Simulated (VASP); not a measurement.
# Si (P1) in VASP: single point with PBE

Aim: the single point of Si with PBE.

Everything below comes from runs of VASP 6.6.1. Logs are shortened: lines on timing, memory, paths and dates and some standing lists are left out, and cuts for length are marked.

## 1. The cell of the first run

The typed cell holds 8 atoms: a = 7.220 Å, b = 7.220 Å, c = 6.365 Å, α = 96.61°, β = 96.61°, γ = 31.07°.

## 2. Single point, PBE (atoms moved at random)

Input file INCAR:

```
PREC = Accurate
ENCUT = 520
EDIFF = 1E-6
ISMEAR = 0
SIGMA = 0.03
LREAL = False
LASPH = True
NELM = 60
ALGO = Normal
ISIF = 2
LWAVE = False
LCHARG = False
GGA = PE
NBANDS = 26
```

Input file KPOINTS:

```
regular mesh
0
Gamma
  10 10 6
```

Input file POSCAR:

```
Si
1.0
    6.9566440635     -1.9335216858     -0.0049619774
    6.9566440635      1.9335216858     -0.0049619774
   -0.7559566346      0.0000000000      6.3198892699
Si
8
Direct
    0.0588734507      0.0510470638      0.8707018534
    0.9502810380      0.9391503019      0.1325490981
    0.5609954433      0.5565229942      0.6589326173
    0.4339328844      0.4449049998      0.3356343908
    0.2060740962      0.2190748862      0.0514089226
    0.7862333909      0.7914186698      0.9451795141
    0.7302919939      0.7234071038      0.5794739448
    0.2733177026      0.2744739805      0.4261196589
```

Potentials or basis: VASP PAW PBE potentials, release 64 (Si).

Run with:

```sh
$ cat potpaw_PBE.64/Si/POTCAR > POTCAR
$ mpirun -np 1 vasp_std > vasp.out
```

OUTCAR:

```text
PREC = Accurate
   ENCUT = 520
   EDIFF = 1E-6
   ISMEAR = 0
   LREAL = False
   LASPH = True
   NELM = 60
   ISIF = 2
   GGA = PE

 ion  position               nearest neighbor table
   1  0.059  0.051  0.871-   5 2.35   3 2.36   3 2.37   2 2.40
   2  0.950  0.939  0.133-   4 2.30   6 2.35   4 2.37   1 2.40
   3  0.561  0.557  0.659-   1 2.36   1 2.37   7 2.45   4 2.49
   4  0.434  0.445  0.336-   2 2.30   2 2.37   8 2.44   3 2.49
   5  0.206  0.219  0.051-   6 2.33   1 2.35   6 2.36   8 2.44
   6  0.786  0.791  0.945-   5 2.33   2 2.35   5 2.36   7 2.38
   7  0.730  0.723  0.579-   8 2.28   8 2.31   6 2.38   3 2.45
   8  0.273  0.274  0.426-   7 2.28   7 2.31   5 2.44   4 2.44

  LATTYP: Found a base centered monoclinic cell.
 ALAT       =    13.9132916662
 B/A-ratio  =     0.2779387843
 C/A-ratio  =     0.4574719562
 COS(beta)  =    -0.1194770334

  Lattice vectors:

 A1 = (   6.9566440635,  -1.9335216858,  -0.0049619774)
 A2 = (   6.9566440635,   1.9335216858,  -0.0049619774)
 A3 = (  -0.7559566346,   0.0000000000,   6.3198892699)

Analysis of symmetry for initial positions (statically):
=====================================================================
 Subroutine PRICEL returns:
 Original cell was already a primitive cell.

 Routine SETGRP: Setting up the symmetry group for a
 base centered monoclinic supercell.

 Subroutine GETGRP returns: Found  1 space group operations
 (whereof  1 operations were pure point group operations)
 out of a pool of  4 trial point group operations.

The static configuration has the point symmetry C_1 .

Analysis of symmetry for dynamics (positions and initial velocities):
=====================================================================
 Subroutine PRICEL returns:
 Original cell was already a primitive cell.

 Routine SETGRP: Setting up the symmetry group for a
 base centered monoclinic supercell.

 Subroutine GETGRP returns: Found  1 space group operations
 (whereof  1 operations were pure point group operations)
 out of a pool of  4 trial point group operations.

The dynamic configuration has the point symmetry C_1 .

 Subroutine INISYM returns: Found  1 space group operations
 (whereof  1 operations are pure point group operations),
 and found     1 'primitive' translations

----------------------------------------------------------------------------------------

                                     Primitive cell

  volume of cell :     170.0009

  direct lattice vectors                    reciprocal lattice vectors
     6.956644063 -1.933521686 -0.004961977     0.071879869 -0.258595496  0.008597946
     6.956644063  1.933521686 -0.004961977     0.071879869  0.258595496  0.008597946
    -0.755956635  0.000000000  6.319889270     0.000112871  0.000000000  0.158244122

  length of vectors
     7.220348147  7.220348147  6.364940755     0.268537280  0.268537280  0.158244162

  position of ions in fractional coordinates (direct lattice)
     0.058873451  0.051047064  0.870701853
     0.950281038  0.939150302  0.132549098
     0.560995443  0.556522994  0.658932617
     0.433932884  0.444905000  0.335634391
     0.206074096  0.219074886  0.051408923
     0.786233391  0.791418670  0.945179514
     0.730291994  0.723407104  0.579473945
     0.273317703  0.274473980  0.426119659

  ion indices of the primitive-cell ions
   primitive index   ion index
                 1           1
                 2           2
                 3           3
                 4           4
                 5           5
                 6           6
                 7           7
                 8           8

----------------------------------------------------------------------------------------

 KPOINTS: regular mesh

Automatic generation of k-mesh.
 Grid dimensions read from file:
 generate k-points for:   10   10    6

 Generating k-lattice:

  Cartesian coordinates                     Fractional coordinates (reciprocal lattice)
     0.007187987 -0.025859550  0.000859795     0.100000000 -0.000000000  0.000000000
     0.007187987  0.025859550  0.000859795    -0.000000000  0.100000000  0.000000000
     0.000018812  0.000000000  0.026374020    -0.000000000 -0.000000000  0.166666667

  Length of vectors
     0.026853728  0.026853728  0.026374027

  Shift w.r.t. Gamma in fractional coordinates (k-lattice)
     0.000000000  0.000000000  0.000000000

 Subroutine IBZKPT returns following result:
 ===========================================

 Found    304 irreducible k-points:

 Following reciprocal coordinates:
            Coordinates               Weight
  0.000000  0.000000  0.000000      1.000000
  0.100000 -0.000000  0.000000      2.000000
  0.000000 -0.100000 -0.000000      2.000000
  0.200000 -0.000000  0.000000      2.000000
  0.000000 -0.200000 -0.000000      2.000000
  0.300000  0.000000  0.000000      2.000000
[... 16 lines left out ...]
 -0.300000  0.100000  0.000000      2.000000
 -0.100000  0.300000  0.000000      2.000000
 [... further k-points ...]
   k-points           NKPTS =    304   k-points in BZ     NKDIM =    304   number of bands    NBANDS=     26
   number of dos      NEDOS =    301   number of ions     NIONS =      8
   total plane-waves  NPLWV = 139968
   dimension x,y,z NGX =    54 NGY =   54 NGZ =   48
   dimension x,y,z NGXF=   108 NGYF=  108 NGZF=   96
   ions per type =               8
   NGX,Y,Z   is equivalent  to a cutoff of  12.43, 12.43, 12.54 a.u.
   NGXF,Y,Z  is equivalent  to a cutoff of  24.87, 24.87, 25.07 a.u.
 SYSTEM =  unknown system
   PREC   = accura    normal or accurate (medium, high low for compatibility)
   ISTART =      0    job   : 0-new  1-cont  2-samecut
   ICHARG =      2    charge: 1-file 2-atom 10-const
   ISPIN  =      1    spin polarized calculation?
   LNONCOLLINEAR =      F non collinear calculations
   LSORBIT =      F    spin-orbit coupling
   LASPH  =      T    aspherical Exc in radial PAW
   ENCUT  =  520.0 eV  38.22 Ry    6.18 a.u.  13.43 13.43 11.83*2*pi/ulx,y,z
   NELM   =     60;   NELMIN=  2; NELMDL= -5     # of ELM steps
   EDIFF  = 0.1E-05   stopping-criterion for ELM
   LREAL  =      F    real-space projection
   EDIFFG = 0.1E-04   stopping-criterion for IOM
   NSW    =      0    number of steps for IOM
   IBRION =     -1    ionic relax: 0-MD 1-quasi-New 2-CG
   NFREE  =      0    steps in history (QN), initial steepest desc. (CG)
   ISIF   =      2    stress and relaxation
   ISYM   =      2    0-nonsym 1-usesym 2-fastsym
   POTIM  = 0.5000    time-step for ionic-motion
   TEBEG  =    0.0;   TEEND  =   0.0 temperature during run
   PSTRESS=    0.0 pullay stress
   NELECT =      32.0000    total number of electrons
   NUPDOWN=      -1.0000    fix difference up-down
   EMIN   =  10.00;   EMAX   =-10.00  energy-range for DOS
   EFERMI =   0.00;   METHOD = LEGACY
   ISMEAR =     0;   SIGMA  =   0.03  broadening in eV -4-tet -1-fermi 0-gaus
   EFERMI_NEDOS =   21; number of points for ismear=-14 and -15
   IALGO  =     38    algorithm
   IMIX   =      4    mixing-type and parameters
     AMIX     =   0.40;   BMIX     =  1.00
     AMIX_MAG =   1.60;   BMIX_MAG =  1.00
  volume/ion in A,a.u.               =      21.25       143.40
  Fermi-wavevector in a.u.,A,eV,Ry     =   0.938227  1.772991 11.976789  0.880269
  Thomas-Fermi vector in A             =   2.065417
   LORBIT       =      0    0 simple, 1 ext, 2 COOP (PROOUT), +10 PAW based schemes
   GGA     = PE    functional components
   LHFCALC =     F    Hartree Fock is set to
   AEXX    =    0.0000 exact exchange contribution
   IVDW    =     0    specifies the selected vdW correction
   LEPSILON=     F    determine dielectric tensor
   LRPA    =     F    only Hartree local field effects (RPA)
 non-spin polarized calculation
 Gauss-broadening in eV      SIGMA  =   0.03
  energy-cutoff  :      520.00
  volume of cell :      170.00
 maximum number of plane-waves:      4597
 NGX is ok and might be reduce to    54
   NGX = 27   NGY = 27   NGZ = 23

 number of electron      32.0000000 magnetization

 Free energy of the ion-electron system (eV)
  ---------------------------------------------------
  ext. energy  EPLUGINS =         0.00000000
  ---------------------------------------------------
  free energy    TOTEN  =       -42.64592391 eV

  energy without entropy =      -42.64582304  energy(sigma->0) =      -42.64587348

 E-fermi :   5.6967     XC(G=0):  -9.0934

 val. band max:        5.5973643979   @ k =   0.1000   0.1000   0.0000
 cond. band min:       5.7035484899   @ k =   0.5000   0.5000   0.0000
 fundamental gap:      0.1061840920
 Fermi energy:         5.6966812135

 k-point     1 :       0.0000    0.0000    0.0000
  band No.  band energies     occupation
      1      -6.6331      2.00000
      2      -4.5040      2.00000
      3      -4.3433      2.00000
      4      -3.6512      2.00000
      5      -1.5501      2.00000
      6      -1.1530      2.00000
[... 18 lines left out ...]
     25       8.8417      0.00000
     26       9.3032      0.00000

 k-point     2 :       0.1000   -0.0000    0.0000
  band No.  band energies     occupation
      1      -6.5398      2.00000
      2      -4.5196      2.00000
      3      -4.1640      2.00000
      4      -3.5635      2.00000
      5      -1.6538      2.00000
      6      -1.1191      2.00000
[... 18 lines left out ...]
     25       9.3052      0.00000
     26       9.3851      0.00000

 k-point     3 :       0.0000   -0.1000   -0.0000
  band No.  band energies     occupation
      1      -6.5398      2.00000
      2      -4.5202      2.00000
      3      -4.1625      2.00000
      4      -3.5647      2.00000
      5      -1.6564      2.00000
      6      -1.1157      2.00000
[... 18 lines left out ...]
     25       9.3148      0.00000
     26       9.3582      0.00000

 k-point     4 :       0.2000   -0.0000    0.0000
  band No.  band energies     occupation
      1      -6.2618      2.00000
      2      -4.4204      2.00000
      3      -3.7870      2.00000
      4      -3.3076      2.00000
      5      -1.9769      2.00000
      6      -1.1469      2.00000
[... 18 lines left out ...]
     25       9.3990      0.00000
     26       9.4965      0.00000

 k-point     5 :       0.0000   -0.2000   -0.0000
  band No.  band energies     occupation
      1      -6.2616      2.00000
      2      -4.4217      2.00000
      3      -3.7806      2.00000
      4      -3.3147      2.00000
      5      -1.9829      2.00000
      6      -1.1370      2.00000
[... 18 lines left out ...]
     25       9.3838      0.00000
     26       9.4906      0.00000

 k-point     6 :       0.3000    0.0000    0.0000
  band No.  band energies     occupation
      1      -5.8057      2.00000
      2      -4.1662      2.00000
      3      -3.3628      2.00000
      4      -2.9097      2.00000
      5      -2.5370      2.00000
      6      -1.3790      2.00000
[... 427 lines left out ...]
 k-point    21 :      -0.4000    0.1000    0.0000
  band No.  band energies     occupation
      1      -4.5387      2.00000
      2      -4.2775      2.00000
      3      -3.5840      2.00000
      4      -2.9260      2.00000
      5      -1.9163      2.00000
      6      -1.2177      2.00000
[... 18 lines left out ...]
     25      10.6383      0.00000
     26      10.8697      0.00000

 k-point    22 :      -0.1000    0.4000    0.0000
  band No.  band energies     occupation
      1      -4.5278      2.00000
      2      -4.2878      2.00000
      3      -3.5929      2.00000
      4      -2.9060      2.00000
      5      -1.9761      2.00000
      6      -1.1848      2.00000
[... 18 lines left out ...]
     25      10.6379      0.00000
     26      10.8533      0.00000

 k-point    23 :      -0.3000    0.1000    0.0000
  band No.  band energies     occupation
      1      -5.2558      2.00000
      2      -3.5269      2.00000
      3      -3.4392      2.00000
      4      -3.0367      2.00000
      5      -2.6433      2.00000
      6      -1.5245      2.00000
[... 18 lines left out ...]
     25      10.1733      0.00000
     26      10.4812      0.00000

 k-point    24 :      -0.1000    0.3000    0.0000
  band No.  band energies     occupation
      1      -5.2550      2.00000
      2      -3.5331      2.00000
      3      -3.4348      2.00000
      4      -3.0203      2.00000
      5      -2.6730      2.00000
      6      -1.5086      2.00000
[... 18 lines left out ...]
     25      10.1638      0.00000
     26      10.4412      0.00000

 [... further k-points ...]
[... 5 lines left out ...]
  --------------------------------------------------------------------------------------
  -------------------------------------------------------------------------------------
  Total       -0.9497255      2.5918435     -1.3952307      0.1146911     -0.3692826     -0.7379297
  in kB       -8.9507091     24.4268867    -13.1493829      1.0809086     -3.4803117     -6.9546351
  external PRESSURE =       0.7755983 kB  Pullay stress =       0.0000000 kB

 VOLUME and BASIS-vectors are now :
 -----------------------------------------------------------------------------
  energy-cutoff  :      520.00
  volume of cell :      170.00
      direct lattice vectors                 reciprocal lattice vectors
     6.956644063 -1.933521686 -0.004961977     0.071879869 -0.258595496  0.008597946
     6.956644063  1.933521686 -0.004961977     0.071879869  0.258595496  0.008597946
    -0.755956635  0.000000000  6.319889270     0.000112871  0.000000000  0.158244122

 POSITION                                       TOTAL-FORCE (eV/Angst)
 -----------------------------------------------------------------------------------
      0.10647     -0.01513      5.50219        -0.130126      0.074929      0.496601
     13.04390     -0.02152      0.82832         0.261952      0.552236     -0.912989
      7.27605     -0.00865      4.15884        -0.060962     -0.036643     -0.852107
      5.86004      0.02121      2.11681         0.101874     -0.573300      1.335158
      2.91875      0.02514      0.32279         0.162767     -0.192242      0.828675
     10.26065      0.01003      5.96560        -0.248067      0.136271     -0.494708
      9.67481     -0.01331      3.65500        -0.277280      0.232773      1.063306
      3.48866      0.00224      2.69031         0.189841     -0.194023     -1.463935
 -----------------------------------------------------------------------------------
    total drift:                               -0.000005     -0.000005     -0.000020

  FREE ENERGIE OF THE ION-ELECTRON SYSTEM (eV)
  ---------------------------------------------------
  free  energy   TOTEN  =       -42.6459239087 eV

  energy  without entropy=      -42.6458230427  energy(sigma->0) =      -42.64587348
```

It took 15 min on 1 thread of Intel Xeon 6975P-C (Granite Rapids), shared host; peak memory 1 GiB.

Results:

* Free energy: -42.6459 eV
* Pressure: 0.1 GPa
* Largest force: 1.489 eV/Å
* Band gap on the k mesh: zero (bands 16 and 17 overlap by 0.01 eV)

Forces on the atoms (eV/Å):
```
Si  -0.130  0.075  0.497
Si   0.262  0.552 -0.913
Si  -0.061 -0.037 -0.852
Si   0.102 -0.573  1.335
Si   0.163 -0.192  0.829
Si  -0.248  0.136 -0.495
Si  -0.277  0.233  1.063
Si   0.190 -0.194 -1.464
```

Levels at points of the mesh, in eV from the Fermi level:
```
           k point  band 12  band 13  band 14  band 15  band 16  band 17  band 18  band 19  band 20  band 21
(0.00, 0.00, 0.00)    -1.44    -1.27    -1.04    -0.82     0.01     0.19     1.05     1.29     1.60     2.06
(0.50, 0.00, 0.00)    -3.31    -3.14    -3.02    -2.42    -2.00     0.51     1.26     1.60     2.29     2.60
(0.00, 0.50, 0.00)    -3.36    -3.14    -3.05    -2.44    -1.98     0.47     1.34     1.61     2.31     2.61
(0.50, 0.50, 0.00)    -1.96    -1.71    -1.65    -1.12    -0.36     0.01     0.99     1.73     1.91     2.02
(0.00, 0.00, 0.50)    -2.64    -1.95    -1.37    -1.28    -1.24     0.57     0.89     1.37     2.14     2.28
(0.50, 0.00, 0.50)    -3.36    -2.55    -2.05    -1.83    -1.67     0.67     1.13     1.29     1.50     2.11
(0.00, 0.50, 0.50)    -3.36    -2.53    -2.05    -1.82    -1.66     0.72     1.08     1.29     1.52     2.07
(0.50, 0.50, 0.50)    -2.75    -2.18    -1.70    -1.68    -1.15     0.04     0.76     0.87     1.94     2.43
```

Caveat: the cell differs from its parent crystal (atoms moved at random); semilocal functionals underestimate gaps, and a narrow one can read as zero; forces of over 1 eV/Å act on the atoms, so gaps and moduli don't describe the material at rest.

The gap in the log of VASP goes by the Fermi energy; the results here count the filled bands.